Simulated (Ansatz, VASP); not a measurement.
Two plane-wave programs on Tl

Contents of INCAR:

```
SYSTEM = Tl
ALGO = Normal
EDIFF = 1E-7
ENCUT = 520
ISIF = 2
ISMEAR = -1
LASPH = .True.
LCHARG = .True.
LELF = .True.
LREAL = .False.
LVHAR = .True.
LWAVE = .False.
NBANDS = 12
NELM = 80
PREC = Accurate
SIGMA = 0.1
```

File KPOINTS:

```
k-points
0
Gamma
  14 14 14
  0 0 0
```

Contents of POSCAR:

```
Tl
1.0
   -1.5049466322      1.5049466322      1.5049466322
    1.5049466322     -1.5049466322      1.5049466322
    1.5049466322      1.5049466322     -1.5049466322
Tl
1
Direct
    0.0000000000      0.0000000000      0.0000000000
```

Input for Ansatz:

```yaml
crystal:
  lattice:
    - [-1.5049466322, 1.5049466322, 1.5049466322]
    - [1.5049466322, -1.5049466322, 1.5049466322]
    - [1.5049466322, 1.5049466322, -1.5049466322]
  atoms:
    - { symbol: Tl, position: [0.0, 0.0, 0.0] }
kpoints:
  mp_grid: { grid: [14, 14, 14] }
scf:
  occupations: { method: fermi_dirac, width: 0.1 }
hamiltonian:
  xc: lda
  pseudopotentials: { kind: paw }
output:
  forces: true
  stress: true
  eigenvalues: true
  populations: true
```

Change from the starting cell: volume scaled by 0.5, PAW files.

Alike in both runs: task single point; functional LDA; k mesh 14 × 14 × 14; occupations fermi-dirac, width 0.1 eV; no spin polarisation.

|  | VASP | Ansatz |
| --- | --- | --- |
| version | VASP 6.6.1 | Ansatz 0.2.0 |
| potentials or method | VASP PAW LDA potentials, release 64 (Tl_d) | PAW with Ansatz's default frozen-core files, scalar-relativistic |
| plane-wave cutoff (eV) | 520 | 420 |
| valence electrons in the cell | 13 | 13 |

```csv
,VASP,Ansatz,Ansatz less VASP
pressure (GPa),200.4,198.1,-2.36
```

LDA's correlation is that of Perdew and Zunger in VASP and of Perdew and Wang (1992) in Ansatz. Both programs put the cell under a high pressure, so it lies far from rest at this level.

Spin-orbit coupling is off throughout. Noted on VASP's run: the cell as given lies far from equilibrium.
